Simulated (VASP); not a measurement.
Here is a VASP 6.6.1 calculation.

File INCAR:

```
ALGO     = Fast           # electronic algorithm
EDIFF    = 1E-6           # SCF threshold, eV
ENCUT    = 520            # plane-wave cutoff, eV
GGA      = PE             # functional
ISIF     = 2              # what is computed and relaxed
ISMEAR   = 0              # smearing method
LASPH    = T              # aspherical terms in the spheres
LCHARG   = T              # write CHGCAR
LELF     = T              # ELF
LREAL    = F              # projectors in reciprocal space
LVHAR    = T            
LWAVE    = F              # write WAVECAR
NBANDS   = 28             # bands
NELM     = 60             # most SCF steps
PREC     = Accurate       # precision mode
SIGMA    = 0.1            # smearing width, eV
```

KPOINTS

```
k-points
0
Gamma
  12 12 6
```

File POSCAR:

```
Mg2Zr3
1.0
    4.9234560173      0.0000000000      0.0000000000
   -2.4617280087      4.2638379854      0.0000000000
    0.0000000000      0.0000000000      6.2692053816
Mg Zr
2 3
Direct
    0.6666666667      0.3333333333      0.3602819490
    0.3333333333      0.6666666667      0.6397180510
    0.6666666667      0.3333333333      0.8804000562
    0.3333333333      0.6666666667      0.1195999438
    0.0000000000      0.0000000000      0.0000000000
```

Potentials or basis: VASP PAW PBE potentials, release 64 (Mg, Zr_sv).

Launch:

```sh
$ cat potpaw_PBE.64/Mg/POTCAR potpaw_PBE.64/Zr_sv/POTCAR > POTCAR
$ mpirun -np 1 vasp_std > vasp.out
```

What does it give for the pressure?

0.0 GPa.

Predict the band gap on the k mesh.

zero (bands 20 and 21 overlap by 0.77 eV).

Forces in eV/Å, atoms in the order of the input:
```
Mg   0.000  0.000  0.003
Mg   0.000  0.000 -0.003
Zr   0.000  0.000 -0.003
Zr   0.000  0.000  0.003
Zr   0.000  0.000  0.000
```
